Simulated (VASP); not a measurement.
Si (a cell with a defect), 17 atoms in the cell. The cell holds a defect, 17 atoms: a = 7.679 Å, b = 7.679 Å, c = 7.679 Å, α = 60.00°, β = 60.00°, γ = 60.00°. 

* Program: VASP 6.6.1
* Task: relaxation of the atoms
* Functional: PBE
* Potentials or basis: VASP PAW PBE potentials, release 64 (Si)
* Cutoff: 450 eV
* k mesh: 2 × 2 × 2
* Occupations: gaussian, width 0.05 eV
* Spin: no spin polarisation
* Dipole correction: no
* Further INCAR settings: ALGO = Normal; EDIFF = 1e-07; IBRION = 2; EDIFFG = -0.03; NSW = 80

Potentials or basis: VASP PAW PBE potentials, release 64 (Si).

Run with:

```console
$ cat potpaw_PBE.64/Si/POTCAR > POTCAR
$ mpirun -np 1 vasp_std > vasp.out
```

Hardware: 1 thread of Intel(R) Xeon(R) Platinum 8375C CPU @ 2.90GHz (Ice Lake), on a shared host.

Question: How long does it take, and how much memory?

Answer: Run time: 11 min on 1 thread of Intel(R) Xeon(R) Platinum 8375C CPU @ 2.90GHz (Ice Lake), on a shared host, peak memory 0.41 GiB. Counts: scf iterations 68, k points 8, ion steps 9.
